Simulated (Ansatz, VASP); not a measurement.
Given: the input of a run of Ansatz 0.2.0 on NaCl.

input.yaml

```yaml
crystal:
  lattice:
    - [0.0, 2.7940632177, 2.7940632177]
    - [2.7940632177, 0.0, 2.7940632177]
    - [2.7940632177, 2.7940632177, 0.0]
  atoms:
    - { symbol: Cl, position: [0.5, 0.5, 0.5] }
    - { symbol: Na, position: [0.0, 0.0, 0.0] }
hamiltonian:
  xc: pbe
  pseudopotentials: { kind: paw }
kpoints:
  mp_grid: { grid: [8, 8, 8] }
scf:
  occupations: { method: gaussian, width: 0.013 }
output:
  forces: true
  stress: true
  eigenvalues: true
```

Potentials or basis: Ansatz PAW.

Command:

```bash
$ ansatz run input.yaml --threads 2 --pin off --max-ram 5632MiB --backend cpu --events-out ev --progress --plain --runs-dir out
```

Translate it to VASP 6.6.1. Potentials there: VASP PAW PBE potentials, release 64 (Cl, Na_pv).

As run (the cutoff follows the program's own potentials):

INCAR

```
SYSTEM = NaCl
PREC = Accurate
ENCUT = 520
EDIFF = 1E-7
ISMEAR = 0
SIGMA = 0.013000000000000001
LREAL = .FALSE.
LASPH = .TRUE.
NELM = 60
ALGO = Normal
ISIF = 2
LWAVE = .FALSE.
LCHARG = .TRUE.
GGA = PE
LELF = .TRUE.
LVHAR = .TRUE.
NBANDS = 14
```

Contents of KPOINTS:

```
Automatic mesh
0
G
  8 8 8
  0 0 0
```

Contents of POSCAR:

```
NaCl
1.0
    0.0000000000      2.7940632177      2.7940632177
    2.7940632177      0.0000000000      2.7940632177
    2.7940632177      2.7940632177      0.0000000000
Cl Na
1 1
Direct
    0.5000000000      0.5000000000      0.5000000000
    0.0000000000      0.0000000000      0.0000000000
```

Potentials or basis: VASP PAW PBE potentials, release 64 (Cl, Na_pv).

Run with:

```bash
$ cat potpaw_PBE.64/Cl/POTCAR potpaw_PBE.64/Na_pv/POTCAR > POTCAR
$ mpirun -np 1 vasp_std > vasp.out
```

Both were run:

|  | VASP | Ansatz | Ansatz less VASP |
| --- | --- | --- | --- |
| gap on the k mesh at the Fermi level (eV) | 5.22 | 5.22 | 0.000 |
| least direct gap on the mesh (eV) | 5.22 | 5.22 | 0.000 |
| pressure (GPa) | 1.5 | 1.5 | +0.03 |

VASP's potentials hold 14 valence electrons a cell and Ansatz's 16, so a difference there can come from the potentials and not from the codes.
